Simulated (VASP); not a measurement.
# Si (Imma) in VASP: further runs

Si is run at these levels: LDA; tasks: single point.

Program: VASP 6.6.1. These are calculated values, not measurements. Logs are shortened: lines on timing, memory, paths and dates and some standing lists are left out, and cuts for length are marked.

**1. The cell of the first run**

The structure is orthorhombic, space group Imma (No. 74). The conventional cell has a = 4.502 Å, b = 4.737 Å, c = 2.550 Å, α = 90.00°, β = 90.00°, γ = 90.00°. Si (site symmetry mm2) has 8 Si at 2.39 to 2.74 Å within 3.2 Å.

**2. Single point, LDA**

INCAR reads:

```
SYSTEM = Si
PREC = Accurate
ENCUT = 520
EDIFF = 1E-6
ISMEAR = 0
SIGMA = 0.1
LREAL = .FALSE.
LASPH = .TRUE.
NELM = 100
ALGO = Normal
ISIF = 2
LWAVE = .FALSE.
LCHARG = .TRUE.
GGA = CA
LELF = .TRUE.
LVHAR = .TRUE.
NBANDS = 11
```

KPOINTS reads:

```
Automatic mesh
0
G
  12 12 8
  0 0 0
```

POSCAR reads:

```
Si
1.0
   -2.2510000000      2.3685000000      1.2750000000
    2.2510000000     -2.3685000000      1.2750000000
    2.2510000000      2.3685000000     -1.2750000000
Si
2
Direct
    0.8070000000      0.0570000000      0.7500000000
    0.1930000000      0.9430000000      0.2500000000
```

Potentials or basis: VASP PAW LDA potentials, release 64 (Si).

The run is started by

```bash
cat potpaw_LDA.64/Si/POTCAR > POTCAR
mpirun -np 1 vasp_std > vasp.out
```

OUTCAR:

```text
SYSTEM = Si
   PREC = Accurate
   ENCUT = 520
   EDIFF = 1E-6
   ISMEAR = 0
   LREAL = .FALSE.
   LASPH = .TRUE.
   NELM = 100
   ISIF = 2
   GGA = CA

 ion  position               nearest neighbor table
   1  0.807  0.057  0.750-   2 2.39   2 2.39   2 2.46   2 2.46   2 2.74   2 2.74
   2  0.193  0.943  0.250-   1 2.39   1 2.39   1 2.46   1 2.46   1 2.74   1 2.74

  LATTYP: Found a body centered orthorhombic cell.
 ALAT       =     2.5500000000
 B/A-ratio  =     1.7654901961
 C/A-ratio  =     1.8576470588

  Lattice vectors:

 A1 = (   2.2510000000,  -2.3685000000,   1.2750000000)
 A2 = (  -2.2510000000,  -2.3685000000,  -1.2750000000)
 A3 = (   2.2510000000,   2.3685000000,  -1.2750000000)

Analysis of symmetry for initial positions (statically):
=====================================================================
 Subroutine PRICEL returns:
 Original cell was already a primitive cell.

 Routine SETGRP: Setting up the symmetry group for a
 body centered orthorhombic supercell.

 Subroutine GETGRP returns: Found  8 space group operations
 (whereof  4 operations were pure point group operations)
 out of a pool of  8 trial point group operations.

The static configuration has the point symmetry C_2h.
 The point group associated with its full space group is D_2h.

Analysis of symmetry for dynamics (positions and initial velocities):
=====================================================================
 Subroutine PRICEL returns:
 Original cell was already a primitive cell.

 Routine SETGRP: Setting up the symmetry group for a
 body centered orthorhombic supercell.

 Subroutine GETGRP returns: Found  8 space group operations
 (whereof  4 operations were pure point group operations)
 out of a pool of  8 trial point group operations.

The dynamic configuration has the point symmetry C_2h.
 The point group associated with its full space group is D_2h.

 Subroutine INISYM returns: Found  8 space group operations
 (whereof  4 operations are pure point group operations),
 and found     1 'primitive' translations

----------------------------------------------------------------------------------------

                                     Primitive cell

  volume of cell :      27.1906

  direct lattice vectors                    reciprocal lattice vectors
    -2.251000000  2.368500000  1.275000000     0.000000000  0.211104074  0.392156863
     2.251000000 -2.368500000  1.275000000     0.222123501  0.000000000  0.392156863
     2.251000000  2.368500000 -1.275000000     0.222123501  0.211104074  0.000000000

  length of vectors
     3.507480328  3.507480328  3.507480328     0.445367191  0.450694857  0.306437236

  position of ions in fractional coordinates (direct lattice)
     0.807000000  0.057000000  0.750000000
     0.193000000  0.943000000  0.250000000

  ion indices of the primitive-cell ions
   primitive index   ion index
                 1           1
                 2           2

----------------------------------------------------------------------------------------

 KPOINTS: Automatic mesh

Automatic generation of k-mesh.
 Grid dimensions read from file:
 generate k-points for:   12   12    8

 Generating k-lattice:

  Cartesian coordinates                     Fractional coordinates (reciprocal lattice)
     0.000000000  0.017592006  0.032679739     0.083333333  0.000000000  0.000000000
     0.018510292  0.000000000  0.032679739    -0.000000000  0.083333333  0.000000000
     0.027765438  0.026388009  0.000000000    -0.000000000  0.000000000  0.125000000

  Length of vectors
     0.037113933  0.037557905  0.038304655

  Shift w.r.t. Gamma in fractional coordinates (k-lattice)
     0.000000000  0.000000000  0.000000000

 -----------------------------------------------------------------------------
|                                                                             |
|           W    W    AA    RRRRR   N    N  II  N    N   GGGG   !!!           |
|           W    W   A  A   R    R  NN   N  II  NN   N  G    G  !!!           |
|           W    W  A    A  R    R  N N  N  II  N N  N  G       !!!           |
|           W WW W  AAAAAA  RRRRR   N  N N  II  N  N N  G  GGG   !            |
|           WW  WW  A    A  R   R   N   NN  II  N   NN  G    G                |
|           W    W  A    A  R    R  N    N  II  N    N   GGGG   !!!           |
|                                                                             |
|     Your reciprocal lattice and k-lattice belong to different lattice       |
|     classes:                                                                |
|                                                                             |
|        The reciprocal lattice is face-centered orthorhombic,                |
|        whereas your k-lattice is triclinic.                                 |
|                                                                             |
|     Results are often still useful ...                                      |
|                                                                             |
 -----------------------------------------------------------------------------

 WARNING: IBZKPT: internal override: KBLOWUP is changed to .FALSE.
      ... skipping the blow-up phase ...

 Subroutine IBZKPT returns following result:
 ===========================================

 Found    454 irreducible k-points:

 Following reciprocal coordinates:
            Coordinates               Weight
  0.000000  0.000000  0.000000      1.000000
  0.083333  0.000000 -0.000000      2.000000
  0.166667  0.000000 -0.000000      2.000000
  0.250000  0.000000 -0.000000      4.000000
  0.333333  0.000000  0.000000      2.000000
  0.416667  0.000000 -0.000000      2.000000
[... 16 lines left out ...]
  0.250000  0.166667 -0.000000      4.000000
  0.333333  0.166667 -0.000000      4.000000
 [... further k-points ...]
   k-points           NKPTS =    454   k-points in BZ     NKDIM =    454   number of bands    NBANDS=     11
   number of dos      NEDOS =    301   number of ions     NIONS =      2
   total plane-waves  NPLWV =  21952
   dimension x,y,z NGX =    28 NGY =   28 NGZ =   28
   dimension x,y,z NGXF=    56 NGYF=   56 NGZF=   56
   ions per type =               2
   NGX,Y,Z   is equivalent  to a cutoff of  13.27, 13.27, 13.27 a.u.
   NGXF,Y,Z  is equivalent  to a cutoff of  26.54, 26.54, 26.54 a.u.
 SYSTEM =  Si
   PREC   = accura    normal or accurate (medium, high low for compatibility)
   ISTART =      0    job   : 0-new  1-cont  2-samecut
   ICHARG =      2    charge: 1-file 2-atom 10-const
   ISPIN  =      1    spin polarized calculation?
   LNONCOLLINEAR =      F non collinear calculations
   LSORBIT =      F    spin-orbit coupling
   LASPH  =      T    aspherical Exc in radial PAW
   ENCUT  =  520.0 eV  38.22 Ry    6.18 a.u.   6.52  6.52  6.52*2*pi/ulx,y,z
   NELM   =    100;   NELMIN=  2; NELMDL= -5     # of ELM steps
   EDIFF  = 0.1E-05   stopping-criterion for ELM
   LREAL  =      F    real-space projection
   EDIFFG = 0.1E-04   stopping-criterion for IOM
   NSW    =      0    number of steps for IOM
   IBRION =     -1    ionic relax: 0-MD 1-quasi-New 2-CG
   NFREE  =      0    steps in history (QN), initial steepest desc. (CG)
   ISIF   =      2    stress and relaxation
   ISYM   =      2    0-nonsym 1-usesym 2-fastsym
   POTIM  = 0.5000    time-step for ionic-motion
   TEBEG  =    0.0;   TEEND  =   0.0 temperature during run
   PSTRESS=    0.0 pullay stress
   NELECT =       8.0000    total number of electrons
   NUPDOWN=      -1.0000    fix difference up-down
   EMIN   =  10.00;   EMAX   =-10.00  energy-range for DOS
   EFERMI =   0.00;   METHOD = LEGACY
   ISMEAR =     0;   SIGMA  =   0.10  broadening in eV -4-tet -1-fermi 0-gaus
   EFERMI_NEDOS =   21; number of points for ismear=-14 and -15
   IALGO  =     38    algorithm
   IMIX   =      4    mixing-type and parameters
     AMIX     =   0.40;   BMIX     =  1.00
     AMIX_MAG =   1.60;   BMIX_MAG =  1.00
  volume/ion in A,a.u.               =      13.60        91.75
  Fermi-wavevector in a.u.,A,eV,Ry     =   1.088843  2.057614 16.130773  1.185578
  Thomas-Fermi vector in A             =   2.225033
   LORBIT       =      0    0 simple, 1 ext, 2 COOP (PROOUT), +10 PAW based schemes
   GGA     = CA    functional components
   LHFCALC =     F    Hartree Fock is set to
   AEXX    =    0.0000 exact exchange contribution
   IVDW    =     0    specifies the selected vdW correction
   LEPSILON=     F    determine dielectric tensor
   LRPA    =     F    only Hartree local field effects (RPA)
 non-spin polarized calculation
 Gauss-broadening in eV      SIGMA  =   0.10
  energy-cutoff  :      520.00
  volume of cell :       27.19
 maximum number of plane-waves:       761
 NGX is ok and might be reduce to    28
   NGX = 13   NGY = 13   NGZ = 13

 number of electron       8.0000000 magnetization

 Free energy of the ion-electron system (eV)
  ---------------------------------------------------
  ext. energy  EPLUGINS =         0.00000000
  ---------------------------------------------------
  free energy    TOTEN  =       -11.42118966 eV

  energy without entropy =      -11.41760896  energy(sigma->0) =      -11.41939931

 E-fermi :  10.7358     XC(G=0): -11.4532

 val. band max:       10.7339538587   @ k =   0.5000   0.0000  -0.0000
 cond. band min:      10.7399706913   @ k =  -0.2500  -0.1667   0.3750
 fundamental gap:      0.0060168326
 Fermi energy:        10.7357778352

 k-point     1 :       0.0000    0.0000    0.0000
  band No.  band energies     occupation
      1      -4.0932      2.00000
      2       7.7091      2.00000
      3       8.1971      2.00000
      4       8.9669      2.00000
      5      11.7921      0.00000
      6      18.4413      0.00000
      7      19.7211      0.00000
      8      20.5831      0.00000
      9      21.1435      0.00000
     10      21.2804      0.00000
     11      22.6523      0.00000

 k-point     2 :       0.0833    0.0000   -0.0000
  band No.  band energies     occupation
      1      -3.8947      2.00000
      2       7.6422      2.00000
      3       7.7039      2.00000
      4       9.7713      2.00000
      5      12.2362      0.00000
      6      17.2087      0.00000
      7      18.3859      0.00000
      8      19.8337      0.00000
      9      20.1847      0.00000
     10      21.1226      0.00000
     11      22.4314      0.00000
[... 295 lines left out ...]
 k-point    24 :       0.3333    0.1667   -0.0000
  band No.  band energies     occupation
      1       2.2308      2.00000
      2       4.2686      2.00000
      3       6.7381      2.00000
      4       8.4709      2.00000
      5      11.0787      0.00000
      6      12.1619      0.00000
      7      14.2283      0.00000
      8      17.4047      0.00000
      9      18.6399      0.00000
     10      22.0087      0.00000
     11      22.8858      0.00000

 [... further k-points ...]
[... 5 lines left out ...]
  --------------------------------------------------------------------------------------
  -------------------------------------------------------------------------------------
  Total        1.8792293      2.2506333      1.5012327      0.0000000     -0.0000000      0.0000000
  in kB      110.7315294    132.6161015     88.4584928      0.0000000     -0.0000000      0.0000000
  external PRESSURE =     110.6020412 kB  Pullay stress =       0.0000000 kB

 VOLUME and BASIS-vectors are now :
 -----------------------------------------------------------------------------
  energy-cutoff  :      520.00
  volume of cell :       27.19
      direct lattice vectors                 reciprocal lattice vectors
    -2.251000000  2.368500000  1.275000000     0.000000000  0.211104074  0.392156863
     2.251000000 -2.368500000  1.275000000     0.222123501  0.000000000  0.392156863
     2.251000000  2.368500000 -1.275000000     0.222123501  0.211104074  0.000000000

 POSITION                                       TOTAL-FORCE (eV/Angst)
 -----------------------------------------------------------------------------------
      0.00000      3.55275      0.14535        -0.000000     -0.000000      0.025955
      2.25100     -1.18425      1.12965         0.000000      0.000000     -0.025955
 -----------------------------------------------------------------------------------
    total drift:                               -0.000000     -0.000000      0.000000

  FREE ENERGIE OF THE ION-ELECTRON SYSTEM (eV)
  ---------------------------------------------------
  free  energy   TOTEN  =       -11.4211896568 eV

  energy  without entropy=      -11.4176089642  energy(sigma->0) =      -11.41939931
```

Run time: 71 s. Hardware: 1 thread of AMD EPYC 9R45 (Zen 5), shared host; peak memory 0.19 GiB.

Results:

| Quantity | Value |
| --- | --- |
| Free energy | -11.4212 eV |
| Pressure | 11.1 GPa |
| Largest force | 0.026 eV/Å |
| Band gap on the k mesh | zero (band 4 reaches 13.64 eV, above the bottom of band 5 at 6.04 eV) |

Forces in eV/Å, atoms in the order of the input:
```
Si   0.000  0.000  0.026
Si   0.000  0.000 -0.026
```

**3. Single point, LDA**

INCAR reads:

```
SYSTEM = Si
PREC = Accurate ; ENCUT = 520
EDIFF = 1E-6 ; ISMEAR = 0
SIGMA = 0.1 ; LREAL = .False.
LASPH = .True. ; NELM = 100
ALGO = Normal ; ISIF = 2
LWAVE = .False. ; LCHARG = .True.
LELF = .True. ; LVHAR = .True.
NBANDS = 11
```

KPOINTS reads:

```
regular mesh
0
Gamma
  12 12 8
  0 0 0
```

POSCAR is that of step 2.

Potentials or basis: VASP PAW LDA potentials, release 64 (Si).

The run is started by

```bash
cat potpaw_LDA.64/Si/POTCAR > POTCAR
mpirun -np 1 vasp_std > vasp.out
```

Run time: 70 s. Hardware: 1 thread of AMD EPYC 9R45 (Zen 5), shared host; peak memory 0.19 GiB.

Results (log left out):

- Free energy: -11.4212 eV
- Pressure: 11.1 GPa
- Largest force: 0.026 eV/Å
- Band gap on the k mesh: zero (band 4 reaches 13.64 eV, above the bottom of band 5 at 6.04 eV)

Forces in eV/Å, atoms in the order of the input:
```
Si   0.000  0.000  0.026
Si   0.000  0.000 -0.026
```

Stress tensor (GPa, compression positive):
```
11.07  0.00  0.00
 0.00 13.26  0.00
 0.00  0.00  8.85
```

Levels at points of the mesh, in eV from the Fermi level:
| k point | band 1 | band 2 | band 3 | band 4 | band 5 | band 6 | band 7 | band 8 | band 9 |
| --- | --- | --- | --- | --- | --- | --- | --- | --- | --- |
| (0.00, 0.00, 0.00) | -14.83 | -3.03 | -2.54 | -1.77 | 1.06 | 7.71 | 8.99 | 9.85 | 10.41 |
| (0.50, 0.00, 0.00) | -7.99 | -7.67 | -1.87 | -1.42 | -1.39 | 0.00 | 4.75 | 5.11 | 10.07 |
| (0.00, 0.50, 0.00) | -7.93 | -7.34 | -2.88 | -2.26 | -1.52 | 1.04 | 5.08 | 6.19 | 9.34 |
| (0.50, 0.50, 0.00) | -11.49 | -11.49 | 0.08 | 0.08 | 2.85 | 2.85 | 8.55 | 8.55 | 10.34 |
| (0.50, 0.50, 0.50) | -9.26 | -8.23 | -7.71 | -7.43 | 5.64 | 6.46 | 13.98 | 14.58 | 14.68 |
